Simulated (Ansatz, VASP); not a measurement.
## Two plane-wave programs on ZrOs

```xyz
2
Lattice="3.2267 0.0000 0.0000 0.0000 3.2267 0.0000 0.0000 0.0000 3.2267" Properties=species:S:1:pos:R:3 pbc="T T T"
Zr    1.6133    1.6133    1.6133
Os    0.0000    0.0000    0.0000
```

Alike in both runs: functional LDA; k mesh 14 × 14 × 14; occupations gaussian, width 0.1 eV; no spin polarisation.

Ansatz relaxed the structure, and its values are those at the end. VASP's run is a single point on that final structure, the one shown.

|  | VASP | Ansatz |
| --- | --- | --- |
| version | VASP 6.6.1 | Ansatz 0.2.0 |
| potentials or method | VASP PAW LDA potentials, release 64 (Zr_sv, Os), cutoff 520 eV | scalar-relativistic, plane waves, PAW |
| valence electrons in the cell | 20 | 28 |

```csv
,VASP,Ansatz,Ansatz less VASP
gap on the k mesh at the Fermi level (eV),none,none,-
pressure (GPa),0.4,0.0,-0.41
```

LDA's correlation is that of Perdew and Zunger in VASP and of Perdew and Wang (1992) in Ansatz. A gap of «none» marks a metal or a gap that the smearing closes. VASP's potentials hold 20 valence electrons a cell and Ansatz's 28, so a difference there can come from the potentials and not from the codes.

Spin-orbit coupling is off throughout.
